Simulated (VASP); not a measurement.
# Mn (P6_3/mmc) in VASP: single point with PBE

Aim: the single point of Mn with PBE.

All numbers are computed with VASP 6.6.1; they aren't measurements. Logs are shortened: lines on timing, memory, paths and dates and some standing lists are left out, and cuts for length are marked.

## (1) The cell of the first run

The structure is hexagonal, space group P6_3/mmc (No. 194). Conventional cell: a = 2.484 Å, b = 2.484 Å, c = 4.026 Å, α = 90.00°, β = 90.00°, γ = 120.00°. Mn (site symmetry -6m2) has 12 Mn at 2.47 to 2.48 Å within 3.3 Å.

This isn't the form of Mn at room conditions, which is a 58-atom cubic cell.

## (2) Single point, PBE, collinear spin, antiferromagnetic start

INCAR

```
SYSTEM = Mn
ALGO     = Normal         ! electronic algorithm
EDIFF    = 1E-6           ! SCF threshold, eV
ENCUT    = 520            ! plane-wave cutoff, eV
GGA      = PE             ! functional
ISIF     = 2              ! what is computed and relaxed
ISMEAR   = -1             ! smearing method
ISPIN    = 2              ! spin polarisation
LASPH    = .True.         ! aspherical terms in the spheres
LCHARG   = .False.        ! write CHGCAR
LMAXMIX  = 4              ! l up to which the mixer works
LORBIT   = 11             ! projections on sites
LREAL    = .False.        ! projectors in reciprocal space
LWAVE    = .False.        ! write WAVECAR
MAGMOM   = 0.5 0.5 -0.5 -0.5 ! initial moments
NBANDS   = 38             ! bands
NELM     = 150            ! most SCF steps
PREC     = Accurate       ! precision mode
SIGMA    = 0.025          ! smearing width, eV
```

KPOINTS

```
k-points
0
Gamma
  14 14 4
  0 0 0
```

POSCAR

```
Mn
1.0
    2.4836457705      0.0000000000      0.0000000000
    1.2418228853      2.1509003313      0.0000000000
    0.0000000000      0.0000000000      8.0523900000
Mn
4
Direct
    0.3333333333      0.3333333333      0.3750000000
    0.3333333333      0.3333333333      0.8750000000
    0.6666666667      0.6666666667      0.1250000000
    0.6666666667      0.6666666667      0.6250000000
```

Potentials or basis: VASP PAW PBE potentials, release 64 (Mn_pv).

Started as:

```sh
$ cat potpaw_PBE.64/Mn_pv/POTCAR > POTCAR
$ mpirun -np 1 vasp_std > vasp.out
```

OUTCAR:

```text
SYSTEM = Mn
   EDIFF = 1E-6
   ENCUT = 520
   GGA = PE
   ISIF = 2
   ISMEAR = -1
   ISPIN = 2
   LASPH = .True.
   LORBIT = 11
   LREAL = .False.
   NELM = 150
   PREC = Accurate

 ion  position               nearest neighbor table
   1  0.333  0.333  0.375-   3 2.47   4 2.47   3 2.47   4 2.47   3 2.47   4 2.47
   2  0.333  0.333  0.875-   3 2.47   4 2.47   3 2.47   4 2.47   3 2.47   4 2.47
   3  0.667  0.667  0.125-   1 2.47   2 2.47   1 2.47   2 2.47   1 2.47   2 2.47
   4  0.667  0.667  0.625-   1 2.47   2 2.47   1 2.47   2 2.47   1 2.47   2 2.47

  LATTYP: Found a hexagonal cell.
 ALAT       =     2.4836457706
 C/A-ratio  =     3.2421652457

  Lattice vectors:

 A1 = (  -1.2418228853,  -2.1509003313,   0.0000000000)
 A2 = (   2.4836457705,   0.0000000000,   0.0000000000)
 A3 = (   0.0000000000,   0.0000000000,   8.0523900000)

Analysis of symmetry for initial positions (statically):
=====================================================================
 Subroutine PRICEL returns following result:

  LATTYP: Found a hexagonal cell.
 ALAT       =     2.4836457706
 C/A-ratio  =     1.6210826229
[... 12 lines left out ...]
 Subroutine GETGRP returns: Found 24 space group operations
 (whereof 12 operations were pure point group operations)
 out of a pool of 24 trial point group operations.

The static configuration has the point symmetry D_3d.
 The point group associated with its full space group is D_6h.

Analysis of symmetry for dynamics (positions and initial velocities):
=====================================================================
 Subroutine PRICEL returns following result:

  LATTYP: Found a hexagonal cell.
 ALAT       =     2.4836457706
 C/A-ratio  =     1.6210826229
[... 12 lines left out ...]
 Subroutine GETGRP returns: Found 24 space group operations
 (whereof 12 operations were pure point group operations)
 out of a pool of 24 trial point group operations.

The dynamic configuration has the point symmetry D_3d.
 The point group associated with its full space group is D_6h.

Analysis of structural, dynamic, and magnetic symmetry:
=====================================================================
 Subroutine PRICEL returns following result:

  LATTYP: Found a hexagonal cell.
 ALAT       =     2.4836457706
 C/A-ratio  =     1.6210826229
[... 12 lines left out ...]
 Subroutine GETGRP returns: Found 24 space group operations
 (whereof 12 operations were pure point group operations)
 out of a pool of 24 trial point group operations.

The overall configuration has the point symmetry D_3d.
 The point group associated with its full space group is D_6h.

 Subroutine INISYM returns: Found 24 space group operations
 (whereof 12 operations are pure point group operations),
[... 125 lines left out ...]
   LEPSILON=     F    determine dielectric tensor
   LRPA    =     F    only Hartree local field effects (RPA)
 spin polarized calculation
  energy-cutoff  :      520.00
  volume of cell :       43.02
 maximum number of plane-waves:      1180
   NGX =  9   NGY =  9   NGZ = 29

 number of electron      52.0000058 magnetization       0.0000000

 number of electron      52.0000058 magnetization      -0.0000000

 Free energy of the ion-electron system (eV)
  ---------------------------------------------------
  ext. energy  EPLUGINS =         0.00000000
  ---------------------------------------------------
  free energy    TOTEN  =       -35.78497142 eV

  energy without entropy =      -35.77470013  energy(sigma->0) =      -35.77983577

 E-fermi :  10.3542     XC(G=0): -14.0147

 val. band max:       10.3449264494   @ k =   0.5000   0.2143   0.0000
 cond. band min:      10.3572686675   @ k =   0.2857  -0.0000   0.0000
 fundamental gap:      0.0123422181
 Fermi energy:        10.3541949550

 spin component 1

 k-point     1 :       0.0000    0.0000    0.0000
  band No.  band energies     occupation
      1     -37.9130      1.00000
      2     -37.5370      1.00000
      3     -37.5326      1.00000
      4     -37.2512      1.00000
      5     -37.2512      1.00000
      6     -37.2012      1.00000
[... 973 lines left out ...]
     37      18.9362      0.00000
     38      20.1444      0.00000

 [... further k-points ...]

 spin component 2

 k-point     1 :       0.0000    0.0000    0.0000
  band No.  band energies     occupation
      1     -37.9130      1.00000
      2     -37.5370      1.00000
      3     -37.5326      1.00000
      4     -37.2512      1.00000
      5     -37.2512      1.00000
      6     -37.2012      1.00000
[... 973 lines left out ...]
     37      18.9362      0.00000
     38      20.1444      0.00000

 [... further k-points ...]

------------------------ aborting loop because EDIFF is reached ----------------------------------------

  FORCE on cell =-STRESS in cart. coord.  units (eV):
  Direction    XX          YY          ZZ          XY          YZ          ZX
  --------------------------------------------------------------------------------------
  -------------------------------------------------------------------------------------
  Total       -0.3401175     -0.3401175     -0.5355427     -0.0000000      0.0000000      0.0000000
  in kB      -12.6679071    -12.6679071    -19.9466505     -0.0000000      0.0000000      0.0000000
  external PRESSURE =     -15.0941549 kB  Pullay stress =       0.0000000 kB

 VOLUME and BASIS-vectors are now :
 -----------------------------------------------------------------------------
  energy-cutoff  :      520.00
  volume of cell :       43.02
      direct lattice vectors                 reciprocal lattice vectors
     2.483645770  0.000000000  0.000000000     0.402633907 -0.232460795  0.000000000
     1.241822885  2.150900331  0.000000000     0.000000000  0.464921589  0.000000000
     0.000000000  0.000000000  8.052390000     0.000000000  0.000000000  0.124186732

 POSITION                                       TOTAL-FORCE (eV/Angst)
 -----------------------------------------------------------------------------------
      1.24182      0.71697      3.01965        -0.000000      0.000000      0.000000
      1.24182      0.71697      7.04584         0.000000     -0.000000      0.000000
      2.48365      1.43393      1.00655        -0.000000      0.000000     -0.000000
      2.48365      1.43393      5.03274         0.000000     -0.000000     -0.000000
 -----------------------------------------------------------------------------------
    total drift:                               -0.000000     -0.000000     -0.000000

  FREE ENERGIE OF THE ION-ELECTRON SYSTEM (eV)
  ---------------------------------------------------
  free  energy   TOTEN  =       -35.7849714161 eV

  energy  without entropy=      -35.7747001262  energy(sigma->0) =      -35.77983577

 total charge

# of ion       s       p       d       tot
------------------------------------------
    1        0.426   6.399   5.158  11.984
    2        0.426   6.399   5.158  11.984
    3        0.426   6.399   5.158  11.984
    4        0.426   6.399   5.158  11.984
--------------------------------------------------
tot          1.704  25.597  20.634  47.934

 magnetization (x)

# of ion       s       p       d       tot
------------------------------------------
    1        0.000   0.000   0.003   0.003
    2        0.000   0.000   0.003   0.003
    3       -0.000  -0.000  -0.003  -0.003
    4       -0.000  -0.000  -0.003  -0.003
--------------------------------------------------
tot          0.000   0.000   0.000   0.000
```

stdout:

```text
POSCAR found type information on POSCAR Mn
 POSCAR found :  1 types and       4 ions
 scaLAPACK will be used
 LDA part: xc-table for (Slater+PW92), standard interpolation
 POSCAR, INCAR and KPOINTS ok, starting setup
 FFT: planning ... GRIDC
 FFT: planning ... GRID_SOFT
 FFT: planning ... GRID
 WAVECAR not read
 entering main loop
```

It took 11 min on 1 thread of Intel Xeon 8259CL, shared host; peak memory 0.28 GiB.

What came out:

```
Free energy                                           : -35.7850 eV
Pressure                                              : -1.5 GPa
Band gap on the k mesh                                : zero (filled and empty bands overlap)
Net moment                                            : 0.00 μB per cell
Valence electrons inside the program's atomic spheres : Mn 11.98
```

Levels at points of the mesh, in eV from the Fermi level:
Spin up:
| k point | band 23 | band 24 | band 25 | band 26 | band 27 | band 28 | band 29 | band 30 |
| --- | --- | --- | --- | --- | --- | --- | --- | --- |
| (0.00, 0.00, 0.00) | -0.97 | -0.94 | -0.94 | -0.47 | -0.47 | 0.06 | 0.06 | 0.72 |
| (0.50, 0.00, 0.00) | -0.42 | 0.19 | 0.20 | 0.85 | 0.86 | 1.82 | 1.95 | 1.95 |
| (0.00, 0.00, 0.50) | -0.69 | -0.69 | -0.69 | -0.69 | -0.66 | -0.66 | 0.50 | 0.50 |
| (0.50, 0.00, 0.50) | -0.40 | -0.40 | 0.95 | 0.95 | 1.35 | 1.35 | 1.89 | 1.89 |
Spin down:
```tsv
k point	band 23	band 24	band 25	band 26	band 27	band 28	band 29	band 30
(0.00, 0.00, 0.00)	-0.97	-0.94	-0.94	-0.47	-0.47	0.06	0.06	0.72
(0.50, 0.00, 0.00)	-0.42	0.19	0.20	0.85	0.86	1.82	1.95	1.95
(0.00, 0.00, 0.50)	-0.69	-0.69	-0.69	-0.69	-0.66	-0.66	0.50	0.50
(0.50, 0.00, 0.50)	-0.40	-0.40	0.95	0.95	1.35	1.35	1.89	1.89
```
